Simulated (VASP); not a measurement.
Input of a VASP 6.6.1 run:

File INCAR:

```
SYSTEM = W
PREC = Accurate
ENCUT = 520
EDIFF = 1E-6
ISMEAR = -1
SIGMA = 0.1
LREAL = .False.
LASPH = .True.
NELM = 100
ALGO = Normal
ISIF = 2
LWAVE = .False.
LCHARG = .False.
NBANDS = 13
```

The input KPOINTS:

```
Automatic mesh
0
Gamma
  14 14 14
  0 0 0
```

The input POSCAR:

```
W
1.0
   -1.5676867250      1.5676867250      1.5676867250
    1.5676867250     -1.5676867250      1.5676867250
    1.5676867250      1.5676867250     -1.5676867250
W
1
Direct
    0.0000000000      0.0000000000      0.0000000000
```

Potentials or basis: VASP PAW LDA potentials, release 64 (W_sv).

The run is started by

```bash
$ cat potpaw_LDA.64/W_sv/POTCAR > POTCAR
$ mpirun -np 1 vasp_std > vasp.out
```

**Question.** Predict the band gap on the k mesh.

**Answer.** Zero (band 7 reaches 17.09 eV, above the bottom of band 8 at 10.43 eV).

**Question.** What does it give for the pressure?

**Answer.** 2.0 GPa.

Caveat: spin-orbit coupling is left out, which moves the levels of the heavy elements.
